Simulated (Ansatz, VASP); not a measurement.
**Al2InN3: VASP beside Ansatz**

```
CELL_PARAMETERS angstrom
4.79616 -2.61487 0.00000
4.79616 2.61487 0.00000
0.00000 0.00000 5.12052
ATOMIC_POSITIONS crystal
Al 0.00844 0.33486 0.99174
Al 0.66514 0.99156 0.99174
Al 0.99156 0.66514 0.49174
Al 0.33486 0.00844 0.49174
In 0.32207 0.67793 0.98699
In 0.67793 0.32207 0.48699
N 0.03676 0.33363 0.35570
N 0.66637 0.96324 0.35570
N 0.96324 0.66637 0.85570
N 0.33363 0.03676 0.85570
N 0.29824 0.70176 0.40613
N 0.70176 0.29824 0.90613
```

Change from the starting cell: volume 10.703 Å^3 an atom, stretch along b over the lengths across it, relative to the relaxed cell 0.9480.

Alike in both runs: task single point; functional PBE; k mesh 6 × 6 × 6; occupations gaussian, width 0.05 eV; no spin polarisation.

```csv
,VASP,Ansatz
version,VASP 6.6.1,Ansatz 0.2.0
potentials or method,"VASP PAW PBE potentials, release 64 (Al, In_d, N), cutoff 520 eV","scalar-relativistic, plane waves, PAW"
valence electrons in the cell,68,68
```

|  | VASP | Ansatz | Ansatz less VASP |
| --- | --- | --- | --- |
| gap on the k mesh at the Fermi level (eV) | 2.79 | 2.79 | -0.003 |
| least direct gap on the mesh (eV) | 2.79 | 2.79 | -0.003 |
| rms of the force components (eV/Å) | 0.591 | 0.589 | -0.0020 |

Atom by atom the forces differ by 0.009 eV/Å (rms over components). With one functional, cell and mesh, what is left measures potentials, basis and numerics.
